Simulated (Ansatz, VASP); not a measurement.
**HfB2: VASP beside Ansatz**

```
Hf B
1.0
     3.10538    0.00000    0.00000
    -1.55269    2.68934    0.00000
     0.00000    0.00000    3.41795
Hf B
1 2
Direct
  0.00000 0.00000 0.00000
  0.33333 0.66667 0.50000
  0.66667 0.33333 0.50000
```

Alike in both runs: functional LDA; k mesh 9 × 9 × 6; occupations gaussian, width 0.1 eV; no spin polarisation.

Ansatz relaxed the structure, and its values are those at the end. VASP's run is a single point on that final structure, the one shown.

```csv
,VASP,Ansatz
version,VASP 6.6.1,Ansatz 0.2.0
potentials or method,"VASP PAW LDA potentials, release 64 (Hf_pv, B), cutoff 500 eV","scalar-relativistic, plane waves, PAW"
valence electrons in the cell,16,32
```

Ansatz gave:

| Quantity | Value |
| --- | --- |
| gap on the k mesh at the Fermi level (eV) | none |
| pressure (GPa) | -0.1 |

Problem. Estimate VASP's values.

Solution. gap on the k mesh at the Fermi level (eV): none; pressure (GPa): 0.7.

Ansatz warns that its potentials were made for another functional, while VASP's fit it. LDA's correlation is that of Perdew and Zunger in VASP and of Perdew and Wang (1992) in Ansatz. A gap of «none» marks a metal or a gap that the smearing closes. VASP's potentials hold 16 valence electrons a cell and Ansatz's 32, so a difference there can come from the potentials and not from the codes.

Spin-orbit coupling is off throughout.
